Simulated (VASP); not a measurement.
## Si2P3: single point with PBE

Crystal: Si2P3.

```
CELL_PARAMETERS angstrom
3.46576 0.00000 0.00000
-1.73288 3.00143 0.00000
0.00000 0.00000 7.77389
ATOMIC_POSITIONS crystal
Si 0.33333 0.66667 0.20042
Si 0.66667 0.33333 0.79958
P 0.00000 0.00000 0.00000
P 0.33333 0.66667 0.64491
P 0.66667 0.33333 0.35509
```

| Property | Result |
| --- | --- |
| Program | VASP 6.6.1 |
| Task | single point |
| Functional | PBE |
| Potentials or basis | VASP PAW PBE potentials, release 64 (Si, P) |
| Cutoff | 520 eV |
| k mesh | 12 × 12 × 6 |
| Occupations | gaussian, width 0.1 eV |
| Spin | no spin polarisation |
| Dipole correction | no |
| Further INCAR settings | ALGO = Normal; EDIFF = 1e-07; NBANDS = 20 |

```yaml
Pressure: -0.1 GPa
Largest_force: 0.021 eV/Å
```

Forces in eV/Å, atoms in the order of the input:
```
Si   0.000  0.000  0.013
Si   0.000  0.000 -0.013
P    0.000  0.000  0.000
P    0.000  0.000  0.021
P    0.000  0.000 -0.021
```

Levels at points of the mesh, in eV from the Fermi level:
```csv
k point,band 7,band 8,band 9,band 10,band 11,band 12,band 13,band 14,band 15,band 16
"(0.00, 0.00, 0.00)",-0.86,-0.40,-0.40,-0.09,-0.09,1.57,2.85,2.87,2.87,3.36
"(0.50, 0.00, 0.00)",-3.48,-2.39,-2.06,-2.04,-1.56,-1.38,-0.77,1.96,2.26,3.34
"(0.00, 0.00, 0.50)",-0.75,-0.75,-0.35,-0.35,-0.30,-0.30,2.71,2.71,3.03,3.67
"(0.50, 0.00, 0.50)",-4.27,-3.91,-3.21,-2.72,-0.48,0.06,0.31,1.44,3.24,3.46
```

It took 2.5 min on 1 thread of Intel(R) Xeon(R) Platinum 8488C (Sapphire Rapids), on a shared host, peak memory 0.27 GiB.
